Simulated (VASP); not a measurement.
**AlN: single point with PBEsol**

AlN:

```
CELL_PARAMETERS angstrom
3.32120 0.00000 0.00000
-1.66060 2.87624 0.00000
0.00000 0.00000 4.30560
ATOMIC_POSITIONS crystal
Al 0.33333 0.66667 0.75000
Al 0.66667 0.33333 0.25000
N 0.33333 0.66667 0.25000
N 0.66667 0.33333 0.75000
```

```json
{
  "Program": "VASP 6.6.1",
  "Task": "single point",
  "Functional": "PBEsol",
  "Potentials or basis": "VASP PAW PBE potentials, release 64 (Al, N)",
  "Cutoff": "520 eV",
  "k mesh": "9 × 9 × 6",
  "Occupations": "gaussian, width 0.05 eV",
  "Spin": "no spin polarisation"
}
```

The pressure is -9.0 GPa. The band gap on the k mesh is 2.87 eV, direct.

Stress tensor (GPa, compression positive):
```
 -7.96   0.00   0.00
  0.00  -7.96   0.00
  0.00   0.00 -10.98
```

Levels at points of the mesh, in eV from the valence-band top:
| k point | band 6 | band 7 | band 8 | band 9 | band 10 | band 11 |
| --- | --- | --- | --- | --- | --- | --- |
| (0.00, 0.00, 0.00) | -1.69 | -1.69 | 0.00 | 2.87 | 4.10 | 8.02 |
| (0.00, 0.00, 0.50) | -2.48 | -2.48 | -2.48 | 5.29 | 5.29 | 8.25 |

It took 22 s on 1 thread of Intel Xeon 6975P-C, with other jobs on the host, peak memory 0.17 GiB.

Caveat: the PAW data sets were made with another functional, which shifts forces and pressure a little. PBEsol gaps usually lie below the measured ones, often by a third to a half.
